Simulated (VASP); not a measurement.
Input of a VASP 6.6.1 run:

File INCAR:

```
SYSTEM = CdS
ALGO = Normal
EDIFF = 1E-6
ENCUT = 520
GGA = PE
ISIF = 2
ISMEAR = 0
LASPH = .TRUE.
LCHARG = .FALSE.
LREAL = .FALSE.
LWAVE = .FALSE.
NBANDS = 16
NELM = 100
PREC = Accurate
SIGMA = 0.01
```

The input KPOINTS:

```
k-points
0
G
  6 6 6
  0 0 0
```

File POSCAR:

```
CdS
1.0
    0.0000000000      2.8903416402      2.8903416402
    2.8903416402      0.0000000000      2.8903416402
    2.8903416402      2.8903416402      0.0000000000
Cd S
1 1
Direct
    0.0000000000      0.0000000000      0.0000000000
    0.2500000000      0.2500000000      0.2500000000
```

Potentials or basis: VASP PAW PBE potentials, release 64 (Cd, S).

Launch:

```bash
$ cat potpaw_PBE.64/Cd/POTCAR potpaw_PBE.64/S/POTCAR > POTCAR
$ mpirun -np 1 vasp_std > vasp.out
```

Task: Predict the band gap on the k mesh.

Result: 1.21 eV, direct.

Task: Predict the pressure.

Result: 5.2 GPa.

A hybrid or GW would open this gap; PBE tends to underestimate it.
